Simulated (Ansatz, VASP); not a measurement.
**MgPd: VASP beside Ansatz**

```
CELL_PARAMETERS angstrom
3.16000 0.00000 0.00000
0.00000 3.16000 0.00000
0.00000 0.00000 3.16000
ATOMIC_POSITIONS crystal
Mg 0.00000 0.00000 0.00000
Pd 0.50000 0.50000 0.50000
```

Alike in both runs: task single point; functional LDA; k mesh 8 × 8 × 8; occupations fermi-dirac, width 0.0272 eV; no spin polarisation.

|  | VASP | Ansatz |
| --- | --- | --- |
| version | VASP 6.6.1 | Ansatz 0.2.0 |
| potentials or method | VASP PAW LDA potentials, release 64 (Mg, Pd), cutoff 600 eV | all-electron LAPW, scalar-relativistic |

|  | VASP | Ansatz | Ansatz less VASP |
| --- | --- | --- | --- |
| pressure (GPa) | -5.7 | -5.4 | +0.30 |

LDA's correlation is that of Perdew and Zunger in VASP and of Perdew and Wang (1992) in Ansatz. Ansatz ran all-electron here, and VASP with PAW potentials. Ansatz's warnings: optics on partly filled bands.
